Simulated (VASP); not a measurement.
A run of VASP 6.6.1 is set up as follows.

The input POSCAR:

```
CoSi
1.0
    4.3776749668      0.0000000000      0.0000000000
    0.0000000000      4.3776749668      0.0000000000
    0.0000000000      0.0000000000      4.3776749668
Co Si
4 4
Direct
    0.1456680264      0.1456680264      0.1456680264
    0.3543319736      0.8543319736      0.6456680264
    0.6456680264      0.3543319736      0.8543319736
    0.8543319736      0.6456680264      0.3543319736
    0.8436088031      0.8436088031      0.8436088031
    0.6563911969      0.1563911969      0.3436088031
    0.3436088031      0.6563911969      0.1563911969
    0.1563911969      0.3436088031      0.6563911969
```

INCAR.step1

```
SYSTEM = CoSi
  PREC = Accurate
  ENCUT = 520
  ISMEAR = 0
  SIGMA = 0.05
  LREAL = .False.
  LASPH = .True.
  NELM = 80
  NBANDS = 36
  GGA = PE
  ALGO = Normal
  EDIFF = 1E-4
  LWAVE = .True.
  LCHARG = .False.
```

Contents of INCAR.step2:

```
SYSTEM = CoSi
  PREC = Accurate
  ENCUT = 520
  EDIFF = 1E-7
  ISMEAR = 0
  SIGMA = 0.05
  LREAL = .False.
  LASPH = .True.
  NELM = 80
  ALGO = Normal
  ISIF = 2
  LWAVE = .False.
  LCHARG = .False.
  METAGGA = R2SCAN
  LMIXTAU = .True.
  NBANDS = 36
  ISTART = 1
```

Contents of KPOINTS:

```
Automatic mesh
0
Gamma
  8 8 8
  0 0 0
```

Potentials or basis: VASP PAW PBE potentials, release 64 (Co, Si).

Command:

```sh
$ cat potpaw_PBE.64/Co/POTCAR potpaw_PBE.64/Si/POTCAR > POTCAR
$ cp INCAR.step1 INCAR
$ mpirun -np 1 vasp_std > vasp.out
$ cp INCAR.step2 INCAR
$ mpirun -np 1 vasp_std > vasp.out
```

Question: Predict the band gap on the k mesh.

Answer: Zero (band 26 reaches 12.59 eV, above the bottom of band 27 at 12.38 eV).

Question: What does it give for the pressure?

Answer: 1.1 GPa.

Forces on the atoms (eV/Å):
```
Co   0.008  0.008  0.008
Co  -0.008 -0.008  0.008
Co   0.008 -0.008 -0.008
Co  -0.008  0.008 -0.008
Si   0.005  0.005  0.005
Si  -0.005 -0.005  0.005
Si   0.005 -0.005 -0.005
Si  -0.005  0.005 -0.005
```

Caveat: the PAW data sets were made with another functional, which shifts forces and pressure a little. Spin polarisation is off, so any magnetic state and its effect on volume and gap are missing.
